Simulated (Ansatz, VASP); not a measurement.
B6C: VASP beside Ansatz

```xyz
7
Lattice="-2.4750 2.4750 2.4750 2.4750 -2.4750 2.4750 2.4750 2.4750 -2.4750" Properties=species:S:1:pos:R:3 pbc="T T T"
B     1.2375    0.0000    2.4750
B     1.2375    2.4750    0.0000
B     2.4750    1.2375    0.0000
B     0.0000    1.2375    2.4750
B     0.0000    2.4750    1.2375
B     2.4750    0.0000    1.2375
C     0.0000    0.0000    0.0000
```

Alike in both runs: functional PBE; k mesh 4 × 4 × 4; occupations gaussian, width 0.2 eV; no spin polarisation.

Ansatz relaxed the structure, and its values are those at the end. VASP's run is a single point on that final structure, the one shown.

|  | VASP | Ansatz |
| --- | --- | --- |
| version | VASP 6.6.1 | Ansatz 0.2.0 |
| potentials or method | VASP PAW PBE potentials, release 64 (B, C), cutoff 600 eV | scalar-relativistic, plane waves, PAW |
| valence electrons in the cell | 22 | 22 |

|  | VASP | Ansatz | Ansatz less VASP |
| --- | --- | --- | --- |
| gap on the k mesh at the Fermi level (eV) | none | none | - |
| pressure (GPa) | -0.4 | -0.4 | +0.03 |

A gap of «none» marks a metal or a gap that the smearing closes. The functional is the same, so the differences come from potentials, cutoffs and numerics.

The k mesh is coarse, so the values compare programs but aren't converged.
